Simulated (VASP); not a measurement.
# TiN (Osbornite) (Fm-3m) in VASP: further runs, part 2 of 2

VASP 6.6.1.

## (4) Relaxation of the atoms, r2SCAN

This run uses another cell than the first one, of 10.06 Å³/atom, 1.039 times its volume.

File POSCAR:

```
TiN
1.0
    0.0000000000      2.1584220500      2.1584220500
    2.1584220500      0.0000000000      2.1584220500
    2.1584220500      2.1584220500      0.0000000000
Ti N
1 1
Direct
    0.0000000000      0.0000000000      0.0000000000
    0.5000000000      0.5000000000      0.5000000000
```

File INCAR.step1:

```
SYSTEM = TiN
PREC = Accurate
ENCUT = 520
ISMEAR = -1
SIGMA = 0.1
LREAL = .False.
LASPH = .True.
NELM = 80
GGA = PE
ALGO = Normal
EDIFF = 1E-4
LWAVE = .True.
LCHARG = .False.
```

File INCAR.step2:

```
SYSTEM = TiN
PREC = Accurate
ENCUT = 520
EDIFF = 1E-7
ISMEAR = -1
SIGMA = 0.1
LREAL = .False.
LASPH = .True.
NELM = 80
ALGO = Normal
ISIF = 2
LWAVE = .False.
LCHARG = .False.
METAGGA = R2SCAN
LMIXTAU = .True.
IBRION = 2
NSW = 50
EDIFFG = -0.01
ISTART = 1
```

File KPOINTS:

```
regular mesh
0
Gamma
  14 14 14
  0 0 0
```

Command:

```
$ cat potpaw_PBE.64/Ti_sv/POTCAR potpaw_PBE.64/N/POTCAR > POTCAR
$ cp INCAR.step1 INCAR
$ mpirun -np 1 vasp_std > vasp.out
$ cp INCAR.step2 INCAR
$ mpirun -np 1 vasp_std > vasp.out
```

It took 2.8 min on 1 thread of Oxide Virtual Turin-like, shared host; peak memory 0.13 GiB.

The run converged. Its results:

```
Free energy             : -25.9812 eV
Pressure after relaxing : -14.0 GPa
```

Final structure:
```xyz
2
Lattice="0.0000 2.1584 2.1584 2.1584 0.0000 2.1584 2.1584 2.1584 0.0000" Properties=species:S:1:pos:R:3 pbc="T T T"
Ti    0.0000    0.0000    0.0000
N     2.1584    2.1584    2.1584
```

Levels at points of the mesh, in eV from the Fermi level:
```csv
k point,band 5,band 6,band 7,band 8,band 9,band 10,band 11,band 12
"(0.00, 0.00, 0.00)",-17.92,-2.30,-2.30,-2.30,-0.57,-0.57,-0.57,0.54
"(0.50, 0.00, 0.00)",-15.70,-8.16,-5.61,-5.61,1.59,1.59,2.23,5.51
"(0.50, 0.50, 0.00)",-16.58,-6.12,-3.52,-3.52,-2.86,1.53,2.23,2.23
```

Caveat: the relaxation stopped at its first step, so nothing moved; the PAW data sets were made with another functional, which shifts forces and pressure a little.

## (5) Relaxation of the atoms, r2SCAN

This run uses another cell than the first one, of 9.30 Å³/atom, 0.961 times its volume.

File POSCAR:

```
TiN
1.0
    0.0000000000      2.1026957600      2.1026957600
    2.1026957600      0.0000000000      2.1026957600
    2.1026957600      2.1026957600      0.0000000000
Ti N
1 1
Direct
    0.0000000000      0.0000000000      0.0000000000
    0.5000000000      0.5000000000      0.5000000000
```

File INCAR.step1:

```
SYSTEM = TiN
  ALGO = Normal
  EDIFF = 1E-4
  ENCUT = 520
  GGA = PE
  ISMEAR = -1
  LASPH = .True.
  LCHARG = .False.
  LREAL = .False.
  LWAVE = .True.
  NELM = 60
  PREC = Accurate
  SIGMA = 0.1
```

File INCAR.step2:

```
SYSTEM = TiN
  ALGO = Normal
  EDIFF = 1E-6
  EDIFFG = -0.01
  ENCUT = 520
  IBRION = 2
  ISIF = 2
  ISMEAR = -1
  ISTART = 1
  LASPH = .True.
  LCHARG = .False.
  LMIXTAU = .True.
  LREAL = .False.
  LWAVE = .False.
  METAGGA = R2SCAN
  NELM = 60
  NSW = 50
  PREC = Accurate
  SIGMA = 0.1
```

File KPOINTS:

```
k-points
0
Gamma
  14 14 14
  0 0 0
```

Potentials or basis: VASP PAW PBE potentials, release 64 (Ti_sv, N).

Command:

```
$ cat potpaw_PBE.64/Ti_sv/POTCAR potpaw_PBE.64/N/POTCAR > POTCAR
$ cp INCAR.step1 INCAR
$ mpirun -np 1 vasp_std > vasp.out
$ cp INCAR.step2 INCAR
$ mpirun -np 1 vasp_std > vasp.out
```

OUTCAR:

```text
SYSTEM = TiN
   EDIFF = 1E-6
   EDIFFG = -0.01
   ENCUT = 520
   IBRION = 2
   ISIF = 2
   ISMEAR = -1
   ISTART = 1
   LASPH = .True.
   LREAL = .False.
   METAGGA = R2SCAN
   NELM = 60
   NSW = 50
   PREC = Accurate

 ion  position               nearest neighbor table
   1  0.000  0.000  0.000-   2 2.10   2 2.10   2 2.10   2 2.10   2 2.10   2 2.10
   2  0.500  0.500  0.500-   1 2.10   1 2.10   1 2.10   1 2.10   1 2.10   1 2.10

  LATTYP: Found a face centered cubic cell.
 ALAT       =     4.2053915200

  Lattice vectors:

[... 542 lines left out ...]
     10      13.1885      0.00002
     11      13.6022      0.00000
     12      14.5573      0.00000

 [... further k-points ...]
[... 5 lines left out ...]
  --------------------------------------------------------------------------------------
  -------------------------------------------------------------------------------------
  Total        0.8939841      0.8939841      0.8939841      0.0000000      0.0000000      0.0000000
  in kB       77.0337549     77.0337549     77.0337549      0.0000000      0.0000000      0.0000000
  external PRESSURE =      77.0337549 kB  Pullay stress =       0.0000000 kB

 VOLUME and BASIS-vectors are now :
 -----------------------------------------------------------------------------
  energy-cutoff  :      520.00
  volume of cell :       18.59
      direct lattice vectors                 reciprocal lattice vectors
     0.000000000  2.102695760  2.102695760    -0.237789988  0.237789988  0.237789988
     2.102695760  0.000000000  2.102695760     0.237789988 -0.237789988  0.237789988
     2.102695760  2.102695760  0.000000000     0.237789988  0.237789988 -0.237789988

 POSITION                                       TOTAL-FORCE (eV/Angst)
 -----------------------------------------------------------------------------------
      0.00000      0.00000      0.00000         0.000000      0.000000      0.000000
      2.10270      2.10270      2.10270        -0.000000      0.000000      0.000000
 -----------------------------------------------------------------------------------
    total drift:                                0.000000     -0.000000     -0.000000

  FREE ENERGIE OF THE ION-ELECTRON SYSTEM (eV)
  ---------------------------------------------------
  free  energy   TOTEN  =       -26.0156327813 eV

  energy  without entropy=      -25.9879393860  energy(sigma->0) =      -26.00178608

 reached required accuracy - stopping structural energy minimisation
```

Run time: 3.6 min. Hardware: 1 thread of Oxide Virtual Turin-like, shared host; peak memory 0.13 GiB.

What came out:

* Free energy: -26.0156 eV
* Pressure after relaxing: 7.7 GPa

Final structure:
```xyz
2
Lattice="0.0000 2.1027 2.1027 2.1027 0.0000 2.1027 2.1027 2.1027 0.0000" Properties=species:S:1:pos:R:3 pbc="T T T"
Ti    0.0000    0.0000    0.0000
N     2.1027    2.1027    2.1027
```

Caveat: the relaxation stopped at its first step, so nothing moved; the PAW data sets were made with another functional, which shifts forces and pressure a little.

## (6) Relaxation of the atoms, r2SCAN

This run uses another cell than the first one, of 9.49 Å³/atom, 0.980 times its volume.

File POSCAR:

```
TiN
1.0
    0.0000000000      2.1169035900      2.1169035900
    2.1169035900      0.0000000000      2.1169035900
    2.1169035900      2.1169035900      0.0000000000
Ti N
1 1
Direct
    0.0000000000      0.0000000000      0.0000000000
    0.5000000000      0.5000000000      0.5000000000
```

File INCAR.step1:

```
PREC = Accurate
ENCUT = 520
ISMEAR = -1
SIGMA = 0.1
LREAL = False
LASPH = True
NELM = 100
GGA = PE
ALGO = Normal
EDIFF = 1E-4
LWAVE = True
LCHARG = False
```

File INCAR.step2:

```
PREC = Accurate
ENCUT = 520
EDIFF = 1E-6
ISMEAR = -1
SIGMA = 0.1
LREAL = False
LASPH = True
NELM = 100
ALGO = Normal
ISIF = 2
LWAVE = False
LCHARG = False
METAGGA = R2SCAN
LMIXTAU = True
IBRION = 2
NSW = 50
EDIFFG = -0.01
ISTART = 1
```

File KPOINTS:

```
Automatic mesh
0
Gamma
  14 14 14
```

Potentials or basis: VASP PAW PBE potentials, release 64 (Ti_sv, N).

Command:

```
$ cat potpaw_PBE.64/Ti_sv/POTCAR potpaw_PBE.64/N/POTCAR > POTCAR
$ cp INCAR.step1 INCAR
$ mpirun -np 1 vasp_std > vasp.out
$ cp INCAR.step2 INCAR
$ mpirun -np 1 vasp_std > vasp.out
```

Wall time 3.7 min (1 thread of Oxide Virtual Turin-like, shared host); peak memory 0.13 GiB.

It converged, with:

```
Free energy             : -26.0269 eV
Pressure after relaxing : 1.4 GPa
```

Final structure:
```yaml
crystal:
  lattice:
    - [0.00000, 2.11690, 2.11690]
    - [2.11690, 0.00000, 2.11690]
    - [2.11690, 2.11690, 0.00000]
  atoms:
    - { symbol: Ti, position: [0.00000, 0.00000, 0.00000] }
    - { symbol: N, position: [0.50000, 0.50000, 0.50000] }
```

Levels at points of the mesh, in eV from the Fermi level:
```tsv
k point	band 6	band 7	band 8	band 9	band 10	band 11	band 12
(0.00, 0.00, 0.00)	-2.39	-2.39	-2.39	-0.62	-0.62	-0.62	0.59
(0.50, 0.00, 0.00)	-8.54	-5.94	-5.94	1.75	1.75	2.45	5.97
(0.50, 0.50, 0.00)	-6.29	-3.63	-3.63	-3.12	1.68	2.46	2.46
```

Caveat: the relaxation stopped at its first step, so nothing moved; the PAW data sets were made with another functional, which shifts forces and pressure a little.

## (7) Summary

| cell | gap on the mesh (eV) | pressure (GPa) |
| --- | --- | --- |
| atoms relaxed from a = 3.014 Å, angles 60.0°, 2 atoms | none | -4.3 |
| atoms relaxed from a = 3.033 Å, angles 60.0°, 2 atoms | none | -9.4 |
| atoms relaxed from a = 3.052 Å, angles 60.0°, 2 atoms | none | -14.0 |
| atoms relaxed from a = 2.974 Å, angles 60.0°, 2 atoms | none | 7.7 |
| atoms relaxed from a = 2.994 Å, angles 60.0°, 2 atoms | none | 1.4 |

Alike in all rows: task relaxation of the atoms; level r2SCAN; potentials or basis VASP PAW PBE potentials, release 64 (Ti_sv, N); no spin polarisation; k mesh 14 × 14 × 14; cutoff (eV) 520; smearing fermi-dirac 0.1 eV.

Caveats: the relaxation stopped at its first step, so nothing moved; the PAW data sets were made with another functional, which shifts forces and pressure a little.

Absolute energies hang on the potentials; compare differences alone.
